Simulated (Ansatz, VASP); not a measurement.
## Ga: VASP beside Ansatz

Contents of INCAR:

```
  PREC = Accurate
  ENCUT = 500
  EDIFF = 1E-6
  ISMEAR = -1
  SIGMA = 0.1
  LREAL = F
  LASPH = T
  NELM = 120
  ALGO = Normal
  ISIF = 2
  LWAVE = F
  LCHARG = F
  GGA = PS
  NBANDS = 12
  GGA_COMPAT = F
```

KPOINTS

```
regular mesh
0
Gamma
  15 15 15
```

Contents of POSCAR:

```
Ga
1.0
   -1.6932920940      1.6932920940      1.6932920940
    1.6932920940     -1.6932920940      1.6932920940
    1.6932920940      1.6932920940     -1.6932920940
Ga
1
Direct
    0.0000000000      0.0000000000      0.0000000000
```

Input for Ansatz:

```yaml
crystal:
  lattice:
    - [-1.693292094, 1.693292094, 1.693292094]
    - [1.693292094, -1.693292094, 1.693292094]
    - [1.693292094, 1.693292094, -1.693292094]
  atoms:
    - { symbol: Ga, position: [0.0, 0.0, 0.0] }
hamiltonian:
  xc: pbesol
  pseudopotentials:
    kind: paw
    azcp:
      Ga: "pseudopotentials/Ga.paw.azcp"
basis:
  ecutwfc: 420
  fft_grid_basis: typed
kpoints:
  mp_grid: { grid: [15, 15, 15], shift: [0, 0, 0] }
magnetization:
  spin_polarized: false
scf:
  occupations: { method: fermi_dirac, width: 0.1 }
  lower_state_search: "off"
output:
  stress: true
  write_density: true
  write_potential: true
  elf: true
  volumetric_format: npy
```

Alike in both runs: task single point; functional PBEsol; k mesh 15 × 15 × 15; occupations fermi-dirac, width 0.1 eV; no spin polarisation.

|  | VASP | Ansatz |
| --- | --- | --- |
| version | VASP 6.6.1 | Ansatz 0.2.0 |
| potentials or method | VASP PAW PBE potentials, release 64 (Ga_d), cutoff 500 eV | plane waves (420 eV) with PAW, scalar-relativistic |
| valence electrons in the cell | 13 | 13 |

|  | VASP | Ansatz | Ansatz less VASP |
| --- | --- | --- | --- |
| pressure (GPa) | -3.8 | -3.8 | -0.03 |

VASP's potentials were made for PBE, not for PBEsol, and Ansatz warns of the same on its side. The functional is the same, so the differences come from potentials, cutoffs and numerics.
